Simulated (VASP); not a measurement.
Input of a VASP 6.6.1 run:

File INCAR:

```
SYSTEM = Ti
  ALGO = Normal
  EDIFF = 1E-6
  EDIFFG = -0.01
  ENCUT = 600
  GGA = PE
  IBRION = 2
  ISIF = 3
  ISMEAR = -1
  LASPH = .True.
  LCHARG = .False.
  LREAL = .False.
  LWAVE = .False.
  NELM = 80
  NSW = 80
  PREC = Accurate
  PSTRESS = 400.0
  SIGMA = 0.05
```

Contents of KPOINTS:

```
k-points
0
Gamma
  8 8 4
  0 0 0
```

Contents of POSCAR:

```
Ti
1.0
    2.9200000000      0.0000000000      0.0000000000
   -1.4600000000      2.5287941791      0.0000000000
    0.0000000000      0.0000000000      4.7683600000
Ti
2
Direct
    0.3333333333      0.6666666667      0.2500000000
    0.6666666667      0.3333333333      0.7500000000
```

Potentials or basis: VASP PAW PBE potentials, release 64 (Ti_sv).

Command:

```bash
$ cat potpaw_PBE.64/Ti_sv/POTCAR > POTCAR
$ mpirun -np 1 vasp_std > vasp.out
```

Predict the space group after relaxing (to 0.05 Å).

P6_3/mmc (No. 194).

Estimate the band gap on the k mesh.

zero (band 12 reaches 11.96 eV, above the bottom of band 13 at 11.02 eV).

Estimate the relaxed cell.

a = 2.710 Å, b = 2.710 Å, c = 4.305 Å, α = 90.00°, β = 90.00°, γ = 120.00°.

Estimate the relaxed volume.

13.69 Å³/atom.

Final structure:
```
Ti
1.0
     2.71007    0.00000    0.00000
    -1.35503    2.34699    0.00000
     0.00000    0.00000    4.30469
Ti
2
Direct
  0.33333 0.66667 0.25000
  0.66667 0.33333 0.75000
```

Caveat: the cell is relaxed towards a set pressure, so the enthalpy falls and the energy may rise; the volume moved by over 15 % at a fixed basis, so the end points are rough.
